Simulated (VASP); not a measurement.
# Ni (Fm-3m) in VASP: notebook

The runs below take Ni through electric field gradients, with LDA.

Program: VASP 6.6.1. These are calculated values, not measurements. Logs are shortened: lines on timing, memory, paths and dates and some standing lists are left out, and cuts for length are marked.

### Step 1. The cell of the first run

The structure is cubic, space group Fm-3m (No. 225). Conventional cell: a = 3.582 Å, b = 3.582 Å, c = 3.582 Å, α = 90.00°, β = 90.00°, γ = 90.00°. Ni (site symmetry m-3m) has 12 Ni at 2.53 Å within 3.3 Å.

### Step 2. Electric field gradients, LDA, collinear spin, ferromagnetic start (11.49 Å³/atom)

Input file INCAR:

```
PREC = Accurate
ENCUT = 520
EDIFF = 1E-8
ISMEAR = -1
SIGMA = 0.05
LREAL = F
LASPH = T
NELM = 150
ALGO = Normal
ISIF = 2
LWAVE = F
LCHARG = F
ISPIN = 2
MAGMOM = 1.5
LORBIT = 11
LMAXMIX = 4
GGA = CA
LEFG = T
NBANDS = 15
```

Input file KPOINTS:

```
regular mesh
0
Gamma
  20 20 20
```

Input file POSCAR:

```
Ni
1.0
    0.0000000000      1.7912151680      1.7912151680
    1.7912151680      0.0000000000      1.7912151680
    1.7912151680      1.7912151680      0.0000000000
Ni
1
Direct
    0.0000000000      0.0000000000      0.0000000000
```

Potentials or basis: VASP PAW LDA potentials, release 64 (Ni).

Run with:

```bash
cat potpaw_LDA.64/Ni/POTCAR > POTCAR
mpirun -np 1 vasp_std > vasp.out
```

OUTCAR:

```text
PREC = Accurate
   ENCUT = 520
   EDIFF = 1E-8
   ISMEAR = -1
   LREAL = F
   LASPH = T
   NELM = 150
   ISIF = 2
   ISPIN = 2
   LORBIT = 11
   GGA = CA

 ion  position               nearest neighbor table
   1  0.000  0.000  0.000-

  LATTYP: Found a face centered cubic cell.
 ALAT       =     3.5824303360

  Lattice vectors:

 A1 = (   0.0000000000,   1.7912151680,   1.7912151680)
 A2 = (   1.7912151680,   0.0000000000,   1.7912151680)
 A3 = (   1.7912151680,   1.7912151680,   0.0000000000)

Analysis of symmetry for initial positions (statically):
=====================================================================
 Subroutine PRICEL returns:
 Original cell was already a primitive cell.

 Routine SETGRP: Setting up the symmetry group for a
 face centered cubic supercell.

 Subroutine GETGRP returns: Found 48 space group operations
 (whereof 48 operations were pure point group operations)
 out of a pool of 48 trial point group operations.

The static configuration has the point symmetry O_h .

Analysis of symmetry for dynamics (positions and initial velocities):
=====================================================================
 Subroutine PRICEL returns:
 Original cell was already a primitive cell.

 Routine SETGRP: Setting up the symmetry group for a
 face centered cubic supercell.

 Subroutine GETGRP returns: Found 48 space group operations
 (whereof 48 operations were pure point group operations)
 out of a pool of 48 trial point group operations.

The dynamic configuration has the point symmetry O_h .

Analysis of structural, dynamic, and magnetic symmetry:
=====================================================================
 Subroutine PRICEL returns:
 Original cell was already a primitive cell.

 Routine SETGRP: Setting up the symmetry group for a
 face centered cubic supercell.

 Subroutine GETGRP returns: Found 48 space group operations
 (whereof 48 operations were pure point group operations)
 out of a pool of 48 trial point group operations.

The overall configuration has the point symmetry O_h .

 Subroutine INISYM returns: Found 48 space group operations
 (whereof 48 operations are pure point group operations),
 and found     1 'primitive' translations

----------------------------------------------------------------------------------------

                                     Primitive cell

  volume of cell :      11.4941

  direct lattice vectors                    reciprocal lattice vectors
     0.000000000  1.791215168  1.791215168    -0.279140111  0.279140111  0.279140111
     1.791215168  0.000000000  1.791215168     0.279140111 -0.279140111  0.279140111
     1.791215168  1.791215168  0.000000000     0.279140111  0.279140111 -0.279140111

  length of vectors
     2.533160784  2.533160784  2.533160784     0.483484854  0.483484854  0.483484854

  position of ions in fractional coordinates (direct lattice)
     0.000000000  0.000000000  0.000000000

  ion indices of the primitive-cell ions
   primitive index   ion index
                 1           1

----------------------------------------------------------------------------------------

 KPOINTS: regular mesh

Automatic generation of k-mesh.
 Grid dimensions read from file:
 generate k-points for:   20   20   20

 Generating k-lattice:

  Cartesian coordinates                     Fractional coordinates (reciprocal lattice)
    -0.013957006  0.013957006  0.013957006     0.050000000  0.000000000  0.000000000
     0.013957006 -0.013957006  0.013957006     0.000000000  0.050000000  0.000000000
     0.013957006  0.013957006 -0.013957006     0.000000000  0.000000000  0.050000000

  Length of vectors
     0.024174243  0.024174243  0.024174243

  Shift w.r.t. Gamma in fractional coordinates (k-lattice)
     0.000000000  0.000000000  0.000000000

 Subroutine IBZKPT returns following result:
 ===========================================

 Found    256 irreducible k-points:

 Following reciprocal coordinates:
            Coordinates               Weight
  0.000000  0.000000  0.000000      1.000000
  0.050000  0.000000  0.000000      8.000000
[... 55 lines left out ...]
   EFERMI =   0.00;   METHOD = LEGACY
   ISMEAR =    -1;   SIGMA  =   0.05  broadening in eV -4-tet -1-fermi 0-gaus
   EFERMI_NEDOS =   21; number of points for ismear=-14 and -15
   IALGO  =     38    algorithm
   IMIX   =      4    mixing-type and parameters
     AMIX     =   0.40;   BMIX     =  1.00
     AMIX_MAG =   1.60;   BMIX_MAG =  1.00
  volume/ion in A,a.u.               =      11.49        77.57
  Fermi-wavevector in a.u.,A,eV,Ry     =   1.562849  2.953357 33.232198  2.442498
  Thomas-Fermi vector in A             =   2.665707
   LORBIT       =     11    0 simple, 1 ext, 2 COOP (PROOUT), +10 PAW based schemes
   GGA     = CA    functional components
   LHFCALC =     F    Hartree Fock is set to
   AEXX    =    0.0000 exact exchange contribution
   IVDW    =     0    specifies the selected vdW correction
   LEPSILON=     F    determine dielectric tensor
   LRPA    =     F    only Hartree local field effects (RPA)
 spin polarized calculation
  energy-cutoff  :      520.00
  volume of cell :       11.49
 maximum number of plane-waves:       331
   NGX =  9   NGY =  9   NGZ =  9

 number of electron      10.0000000 magnetization       1.5000000

 number of electron       9.9999994 magnetization       0.6163299

 Free energy of the ion-electron system (eV)
  ---------------------------------------------------
  ext. energy  EPLUGINS =         0.00000000
  ---------------------------------------------------
  free energy    TOTEN  =        -6.45768338 eV

  energy without entropy =       -6.44149223  energy(sigma->0) =       -6.44958781

 E-fermi :   8.2609     XC(G=0): -13.2898

 val. band max:        8.2588232446   @ k =  -0.4500   0.5000   0.0500
 cond. band min:       8.2651596319   @ k =   0.3500   0.1500   0.0500
 fundamental gap:      0.0063363873
 Fermi energy:         8.2609188779

 spin component 1

 k-point     1 :       0.0000    0.0000    0.0000
  band No.  band energies     occupation
      1      -0.3425      1.00000
      2       6.0456      1.00000
      3       6.0456      1.00000
      4       6.0456      1.00000
      5       7.1088      1.00000
      6       7.1088      1.00000
      7      31.5897      0.00000
      8      34.9037      0.00000
      9      34.9037      0.00000
     10      34.9037      0.00000
     11      37.7155      0.00000
     12      37.7155      0.00000
     13      37.7155      0.00000
     14      41.0172      0.00000
[... 403 lines left out ...]
      4       6.2865      1.00000
      5       7.4367      1.00000
      6       7.7620      0.99995
      7      17.0168      0.00000
      8      29.3572      0.00000
      9      31.5764      0.00000
     10      33.0600      0.00000
     11      35.2793      0.00000
     12      37.0232      0.00000
     13      40.9902      0.00000
     14      47.3767      0.00000
     15      49.0678      0.00000

 [... further k-points ...]

 spin component 2

 k-point     1 :       0.0000    0.0000    0.0000
  band No.  band energies     occupation
      1      -0.3056      1.00000
      2       6.6733      1.00000
      3       6.6733      1.00000
      4       6.6733      1.00000
      5       7.6888      0.99999
      6       7.6888      0.99999
      7      31.5629      0.00000
      8      34.9559      0.00000
      9      34.9559      0.00000
     10      34.9559      0.00000
     11      37.8728      0.00000
     12      37.8728      0.00000
     13      37.8728      0.00000
     14      40.9863      0.00000
[... 403 lines left out ...]
      4       6.7416      1.00000
      5       8.0815      0.97312
      6       8.3803      0.08409
      7      17.2604      0.00000
      8      29.4247      0.00000
      9      31.6190      0.00000
     10      33.1870      0.00000
     11      35.3908      0.00000
     12      37.1197      0.00000
     13      41.1097      0.00000
     14      47.4867      0.00000
     15      49.2443      0.00000

 [... further k-points ...]
[... 5 lines left out ...]
  --------------------------------------------------------------------------------------
  -------------------------------------------------------------------------------------
  Total       -1.7649487     -1.7649487     -1.7649487      0.0000000     -0.0000000      0.0000000
  in kB     -246.0194252   -246.0194252   -246.0194252      0.0000000     -0.0000000      0.0000000
  external PRESSURE =    -246.0194252 kB  Pullay stress =       0.0000000 kB

 VOLUME and BASIS-vectors are now :
 -----------------------------------------------------------------------------
  energy-cutoff  :      520.00
  volume of cell :       11.49
      direct lattice vectors                 reciprocal lattice vectors
     0.000000000  1.791215168  1.791215168    -0.279140111  0.279140111  0.279140111
     1.791215168  0.000000000  1.791215168     0.279140111 -0.279140111  0.279140111
     1.791215168  1.791215168  0.000000000     0.279140111  0.279140111 -0.279140111

 POSITION                                       TOTAL-FORCE (eV/Angst)
 -----------------------------------------------------------------------------------
      0.00000      0.00000      0.00000        -0.000000      0.000000     -0.000000
 -----------------------------------------------------------------------------------
    total drift:                                0.000000      0.000000      0.000000

  FREE ENERGIE OF THE ION-ELECTRON SYSTEM (eV)
  ---------------------------------------------------
  free  energy   TOTEN  =        -6.4576833794 eV

  energy  without entropy=       -6.4414922334  energy(sigma->0) =       -6.44958781

 Electric field gradients (V/A^2)
---------------------------------------------------------------------
 ion       V_xx      V_yy      V_zz      V_xy      V_xz      V_yz
---------------------------------------------------------------------
   1      -0.000     0.000     0.000    -0.001    -0.001    -0.001
---------------------------------------------------------------------

 Electric field gradients after diagonalization (V/A^2)
 (convention: |V_zz| > |V_xx| > |V_yy|)
----------------------------------------------------------------------
 ion       V_xx      V_yy      V_zz     asymmetry (V_yy - V_xx)/ V_zz
----------------------------------------------------------------------
   1       0.001     0.001    -0.002       0.000
----------------------------------------------------------------------

           NMR quadrupolar parameters

 Cq : quadrupolar parameter    Cq=e*Q*V_zz/h
 eta: asymmetry parameters     (V_yy - V_xx)/ V_zz
 Q  : nuclear electric quadrupole moment in mb (millibarn)
----------------------------------------------------------------------
 ion       Cq(MHz)       eta       Q (mb)
----------------------------------------------------------------------
   1      -0.000       0.000       1.000
----------------------------------------------------------------------

 total charge

# of ion       s       p       d       tot
------------------------------------------
    1        0.477   0.449   8.303   9.229

 magnetization (x)

# of ion       s       p       d       tot
------------------------------------------
    1       -0.005  -0.018   0.648   0.625
```

It took 81 s on 1 thread of Intel Xeon Platinum 8259CL at 2.50GHz (Skylake/Cascade Lake), shared host; peak memory 0.17 GiB.

What came out:

- Free energy: -6.4577 eV
- Pressure: -24.6 GPa
- Net moment: 0.62 μB per cell
- Site moments: Ni +0.62 μB
- Largest electric field gradient by atom: zero within the noise of the run
- Valence electrons inside the program's atomic spheres: Ni 9.23

Caveat: the cell stands under tension.

[end of part 1 of 3]
